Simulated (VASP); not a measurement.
A run of VASP 6.6.1 is set up as follows.

Contents of POSCAR:

```
Al
1.0
   -1.6568025441      1.6568025441      1.6568025441
    1.6568025441     -1.6568025441      1.6568025441
    1.6568025441      1.6568025441     -1.6568025441
Al
1
Direct
    0.0000000000      0.0000000000      0.0000000000
```

Contents of INCAR.step1:

```
SYSTEM = Al
PREC = Accurate
ENCUT = 520
ISMEAR = -1
SIGMA = 0.1
LREAL = .False.
LASPH = .True.
NELM = 80
NBANDS = 8
GGA = PE
ALGO = Normal
EDIFF = 1E-4
LWAVE = .True.
LCHARG = .False.
```

File INCAR.step2:

```
SYSTEM = Al
PREC = Accurate
ENCUT = 520
EDIFF = 1E-6
ISMEAR = -1
SIGMA = 0.1
LREAL = .False.
LASPH = .True.
NELM = 80
ALGO = Normal
ISIF = 2
LWAVE = .False.
LCHARG = .True.
METAGGA = R2SCAN
LMIXTAU = .True.
LELF = .True.
LVHAR = .True.
NBANDS = 8
ISTART = 1
```

The input KPOINTS:

```
Automatic mesh
0
Gamma
  16 16 16
  0 0 0
```

Potentials or basis: VASP PAW PBE potentials, release 64 (Al).

The run is started by

```bash
$ cat potpaw_PBE.64/Al/POTCAR > POTCAR
$ cp INCAR.step1 INCAR
$ mpirun -np 1 vasp_std > vasp.out
$ cp INCAR.step2 INCAR
$ mpirun -np 1 vasp_std > vasp.out
```

Task: Estimate the pressure.

Result: -7.6 GPa.

Caveat: the PAW data sets were made with another functional, which shifts forces and pressure a little.
